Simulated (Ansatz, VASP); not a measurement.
Nb in VASP and in Ansatz

```xyz
1
Lattice="-1.4666 1.4666 1.4666 1.4666 -1.4666 1.4666 1.4666 1.4666 -1.4666" Properties=species:S:1:pos:R:3 pbc="T T T"
Nb    0.0000    0.0000    0.0000
```

Change from the starting cell: volume scaled by 0.72, LAPW.

Alike in both runs: task single point; functional PBEsol; k mesh 18 × 18 × 18; occupations fermi-dirac, width 0.05 eV; no spin polarisation.

|  | VASP | Ansatz |
| --- | --- | --- |
| version | VASP 6.6.1 | Ansatz 0.2.0 |
| potentials or method | VASP PAW PBE potentials, release 64 (Nb_sv), cutoff 520 eV | all-electron LAPW, scalar-relativistic |

```tsv
	VASP	Ansatz	Ansatz less VASP
pressure (GPa)	108.8	108.8	0.00
```

VASP's potentials were made for PBE, not for PBEsol. Both programs put the cell under a high pressure, so it lies far from rest at this level. Ansatz ran all-electron here, and VASP with PAW potentials.

Noted on VASP's run: the cell as given lies far from equilibrium.
